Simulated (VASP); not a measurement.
# C in VASP: single point with PBE+D3(BJ)

Aim: the single point of C with PBE+D3(BJ).

Everything below comes from runs of VASP 6.6.1. Logs are shortened: lines on timing, memory, paths and dates and some standing lists are left out, and cuts for length are marked.

## 1. The cell of the first run

The cell holds a slab with vacuum, 4 atoms: a = 2.466 Å, b = 2.466 Å, c = 17.500 Å, α = 90.00°, β = 90.00°, γ = 120.00°.

## 2. Single point, PBE+D3(BJ) (layers slid over each other, then relaxed in part)

The input, INCAR:

```
SYSTEM = C
PREC = Accurate
ENCUT = 520
EDIFF = 1E-6
ISMEAR = 0
SIGMA = 0.1
LREAL = .FALSE.
LASPH = .TRUE.
NELM = 60
ALGO = Normal
ISIF = 2
LWAVE = .FALSE.
LCHARG = .FALSE.
LDIPOL = .TRUE.
IDIPOL = 3
DIPOL = 0.5 0.5 0.355
GGA = PE
IVDW = 12
NBANDS = 16
```

The input, KPOINTS:

```
regular mesh
0
G
  15 15 1
  0 0 0
```

The input, POSCAR:

```
C
1.0
    2.4657189577      0.0000000000      0.0000000000
   -1.2328594788      2.1353752560      0.0000000000
    0.0000000000      0.0000000000     17.5000000000
C
4
Direct
    0.3333333333      0.6666666667      0.2571428571
    0.6666666667      0.3333333333      0.2571248337
    0.3333333333      0.8333333333      0.4522295835
    0.0000000000      1.1666666667      0.4522477217
```

Potentials or basis: VASP PAW PBE potentials, release 64 (C).

Run with:

```bash
$ cat potpaw_PBE.64/C/POTCAR > POTCAR
$ mpirun -np 1 vasp_std > vasp.out
```

OUTCAR:

```text
SYSTEM = C
   PREC = Accurate
   ENCUT = 520
   EDIFF = 1E-6
   ISMEAR = 0
   LREAL = .FALSE.
   LASPH = .TRUE.
   NELM = 60
   ISIF = 2
   GGA = PE
   IVDW = 12
 IVDW          = 12

 ion  position               nearest neighbor table
   1  0.333  0.667  0.257-   2 1.42   2 1.42   2 1.42
   2  0.667  0.333  0.257-   1 1.42   1 1.42   1 1.42
   3  0.333  0.833  0.452-   4 1.42   4 1.42   4 1.42
   4  0.000  0.167  0.452-   3 1.42   3 1.42   3 1.42

  LATTYP: Found a hexagonal cell.
 ALAT       =     2.4657189577
 C/A-ratio  =     7.0973214305

  Lattice vectors:

 A1 = (   2.4657189577,   0.0000000000,   0.0000000000)
 A2 = (  -1.2328594788,   2.1353752560,   0.0000000000)
 A3 = (   0.0000000000,   0.0000000000,  17.5000000000)

Analysis of symmetry for initial positions (statically):
=====================================================================
 Subroutine PRICEL returns:
 Original cell was already a primitive cell.

 Routine SETGRP: Setting up the symmetry group for a
 hexagonal supercell.

 Subroutine GETGRP returns: Found  2 space group operations
 (whereof  1 operations were pure point group operations)
 out of a pool of 24 trial point group operations.

The static configuration has the point symmetry C_1 .
 The point group associated with its full space group is S_2 .

Analysis of symmetry for dynamics (positions and initial velocities):
=====================================================================
 Subroutine PRICEL returns:
 Original cell was already a primitive cell.

 Routine SETGRP: Setting up the symmetry group for a
 hexagonal supercell.

 Subroutine GETGRP returns: Found  2 space group operations
 (whereof  1 operations were pure point group operations)
 out of a pool of 24 trial point group operations.

The dynamic configuration has the point symmetry C_1 .
 The point group associated with its full space group is S_2 .

 Subroutine INISYM returns: Found  2 space group operations
 (whereof  1 operations are pure point group operations),
 and found     1 'primitive' translations

----------------------------------------------------------------------------------------

                                     Primitive cell

  volume of cell :      92.1416

  direct lattice vectors                    reciprocal lattice vectors
     2.465718958  0.000000000  0.000000000     0.405561225  0.234150882  0.000000000
[... 98 lines left out ...]
   POTIM  = 0.5000    time-step for ionic-motion
   TEBEG  =    0.0;   TEEND  =   0.0 temperature during run
   PSTRESS=    0.0 pullay stress
   NELECT =      16.0000    total number of electrons
   NUPDOWN=      -1.0000    fix difference up-down
   EMIN   =  10.00;   EMAX   =-10.00  energy-range for DOS
   EFERMI =   0.00;   METHOD = LEGACY
   ISMEAR =     0;   SIGMA  =   0.10  broadening in eV -4-tet -1-fermi 0-gaus
   EFERMI_NEDOS =   21; number of points for ismear=-14 and -15
   IALGO  =     38    algorithm
   IMIX   =      4    mixing-type and parameters
     AMIX     =   0.40;   BMIX     =  1.00
     AMIX_MAG =   1.60;   BMIX_MAG =  1.00
  volume/ion in A,a.u.               =      23.04       155.45
  Fermi-wavevector in a.u.,A,eV,Ry     =   0.913334  1.725951 11.349690  0.834179
  Thomas-Fermi vector in A             =   2.037833
   LORBIT       =      0    0 simple, 1 ext, 2 COOP (PROOUT), +10 PAW based schemes
   GGA     = PE    functional components
   LHFCALC =     F    Hartree Fock is set to
   AEXX    =    0.0000 exact exchange contribution
   IVDW    =    12    specifies the selected vdW correction
   LEPSILON=     F    determine dielectric tensor
   LRPA    =     F    only Hartree local field effects (RPA)
 non-spin polarized calculation
 Gauss-broadening in eV      SIGMA  =   0.10
  energy-cutoff  :      520.00
  volume of cell :       92.14
 maximum number of plane-waves:      2521
   NGX =  9   NGY =  9   NGZ = 65

 dipolmoment           0.000000      0.000000     -0.000016 electrons x Angstroem

 number of electron      15.9999996 magnetization

 dipolmoment           0.000000      0.000000      0.000007 electrons x Angstroem

 Free energy of the ion-electron system (eV)
  ---------------------------------------------------
  ext. energy  EPLUGINS =         0.00000000
  ---------------------------------------------------
  free energy    TOTEN  =       -36.87704513 eV

  energy without entropy =      -36.87667899  energy(sigma->0) =      -36.87686206

 E-fermi :  -0.8370     XC(G=0):  -4.4431

 val. band max:       -0.9373882525   @ k =   0.3333   0.3333   0.0000
 cond. band min:      -0.7365829665   @ k =   0.3333   0.3333   0.0000
 fundamental gap:      0.2008052860
 Fermi energy:        -0.8369828326

 k-point     1 :       0.0000    0.0000    0.0000
  band No.  band energies     occupation
      1     -20.4138      2.00000
      2     -20.2825      2.00000
      3      -8.8812      2.00000
      4      -7.9893      2.00000
      5      -3.8708      2.00000
      6      -3.8661      2.00000
[... 433 lines left out ...]
      3      -8.5010      2.00000
      4      -7.6203      2.00000
      5      -5.0197      2.00000
      6      -5.0087      2.00000
[... 8 lines left out ...]
     15       7.7389      0.00000
     16       8.6547      0.00000

 [... further k-points ...]

------------------------ aborting loop because EDIFF is reached ----------------------------------------

 vacuum level on the upper side and lower side of the slab       (xc-potential included)        -0.121        -0.122

 Edisp (eV)   -0.47379

 E8    (eV) :    -0.1414

  FORCE on cell =-STRESS in cart. coord.  units (eV):
  Direction    XX          YY          ZZ          XY          YZ          ZX
  --------------------------------------------------------------------------------------
  -------------------------------------------------------------------------------------
  Total       0.09761     0.12635    -0.02396     0.01168    -0.02881     0.00060
  in kB       1.69727     2.19701    -0.41659     0.20305    -0.50103     0.01050
  external pressure =        1.16 kB  Pullay stress =        0.00 kB

 VOLUME and BASIS-vectors are now :
 -----------------------------------------------------------------------------
  energy-cutoff  :      520.00
  volume of cell :       92.14
      direct lattice vectors                 reciprocal lattice vectors
     2.465718958  0.000000000  0.000000000     0.405561225  0.234150882  0.000000000
    -1.232859479  2.135375256  0.000000000     0.000000000  0.468301764  0.000000000
     0.000000000  0.000000000 17.500000000     0.000000000  0.000000000  0.057142857

 POSITION                                       TOTAL-FORCE (eV/Angst)
 -----------------------------------------------------------------------------------
     -0.00000      1.42358      4.50000        -0.001074      0.004730     -0.000237
      1.23286      0.71179      4.49968         0.000894      0.003709     -0.000174
     -0.20548      1.77948      7.91402         0.001074     -0.004730      0.000237
     -0.20548      0.35590      7.91434        -0.000894     -0.003709      0.000174
 -----------------------------------------------------------------------------------
    total drift:                                0.000000     -0.000000      0.001742

  FREE ENERGIE OF THE ION-ELECTRON SYSTEM (eV)
  ---------------------------------------------------
  free  energy   TOTEN  =       -37.3508332748 eV

  energy  without entropy=      -37.3504671390  energy(sigma->0) =      -37.35065021

 vacuum level on the upper side and lower side of the slab         3.380         3.380
```

stdout:

```text
POSCAR found type information on POSCAR C
 POSCAR found :  1 types and       4 ions
 scaLAPACK will be used
 LDA part: xc-table for (Slater+PW92), standard interpolation
 POSCAR, INCAR and KPOINTS ok, starting setup
 FFT: planning ... GRIDC
 FFT: planning ... GRID_SOFT
 FFT: planning ... GRID
 WAVECAR not read
 entering main loop
```

It took 3.7 min on 1 thread of Intel Xeon 8259CL, shared host; peak memory 0.28 GiB.

Results:

```yaml
Free_energy: -37.3508 eV
Largest_force: 0.005 eV/Å
Dispersion_energy_per_atom: -0.118 eV
```

Forces in eV/Å, atoms in the order of the input:
```
C   -0.001  0.005  0.000
C    0.001  0.004  0.000
C    0.001 -0.005  0.000
C   -0.001 -0.004  0.000
```

Caveat: the cell differs from its parent crystal (layers slid over each other, then relaxed in part).
